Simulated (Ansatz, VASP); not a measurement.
## One calculation of Mg, two programs

Contents of POSCAR:

```
Mg
1.0
   -1.7427118351      1.7427118351      1.7427118351
    1.7427118351     -1.7427118351      1.7427118351
    1.7427118351      1.7427118351     -1.7427118351
Mg
1
Direct
    0.0000000000      0.0000000000      0.0000000000
```

INCAR.step1

```
SYSTEM = Mg
PREC     = Accurate       ! precision mode
ENCUT    = 520            ! plane-wave cutoff, eV
ISMEAR   = -1             ! smearing method
SIGMA    = 0.08           ! smearing width, eV
LREAL    = .False.        ! projectors in reciprocal space
LASPH    = .True.         ! aspherical terms in the spheres
NELM     = 80             ! most SCF steps
NBANDS   = 7              ! bands
GGA      = PE             ! functional
ALGO     = Normal         ! electronic algorithm
EDIFF    = 1E-4           ! SCF threshold, eV
LWAVE    = .True.         ! write WAVECAR
LCHARG   = .False.        ! write CHGCAR
```

Contents of INCAR.step2:

```
SYSTEM = Mg
PREC     = Accurate       ! precision mode
ENCUT    = 520            ! plane-wave cutoff, eV
EDIFF    = 1E-8           ! SCF threshold, eV
ISMEAR   = -1             ! smearing method
SIGMA    = 0.08           ! smearing width, eV
LREAL    = .False.        ! projectors in reciprocal space
LASPH    = .True.         ! aspherical terms in the spheres
NELM     = 80             ! most SCF steps
ALGO     = Normal         ! electronic algorithm
ISIF     = 2              ! what is computed and relaxed
LWAVE    = .False.        ! write WAVECAR
LCHARG   = .False.        ! write CHGCAR
METAGGA  = R2SCAN         ! meta-GGA
LMIXTAU  = .True.       
LEFG     = .True.       
NBANDS   = 7              ! bands
ISTART   = 1
```

Contents of KPOINTS:

```
regular mesh
0
Gamma
  14 14 14
  0 0 0
```

Input for Ansatz:

```yaml
crystal:
  lattice:
    - [-1.7427118351, 1.7427118351, 1.7427118351]
    - [1.7427118351, -1.7427118351, 1.7427118351]
    - [1.7427118351, 1.7427118351, -1.7427118351]
  atoms:
    - { symbol: Mg, position: [0.0, 0.0, 0.0] }
kpoints:
  mp_grid: { grid: [14, 14, 14] }
scf:
  occupations: { method: fermi_dirac, width: 0.08 }
hamiltonian:
  xc: r2scan
  pseudopotentials: { kind: paw }
output:
  forces: true
  stress: true
  eigenvalues: true
  efg: { contact_densities: true }
```

Change from the starting cell: volume scaled by 0.95, PAW files.

Alike in both runs: task electric field gradients; functional r2SCAN; k mesh 14 × 14 × 14; occupations fermi-dirac, width 0.08 eV; no spin polarisation.

|  | VASP | Ansatz |
| --- | --- | --- |
| version | VASP 6.6.1 | Ansatz 0.2.0 |
| potentials or method | VASP PAW PBE potentials, release 64 (Mg) | PAW with Ansatz's default frozen-core files, scalar-relativistic |
| plane-wave cutoff (eV) | 520 | 500 |
| valence electrons in the cell | 2 | 10 |

Ansatz gave:

```
pressure (GPa) : 2.8
```

Which values does VASP return?

Pressure (GPa): 2.5.

VASP's potentials were made for PBE, not for r2SCAN. With one functional, cell and mesh, what is left measures potentials, basis and numerics. VASP's potentials hold 2 valence electrons a cell and Ansatz's 10, so a difference there can come from the potentials and not from the codes.
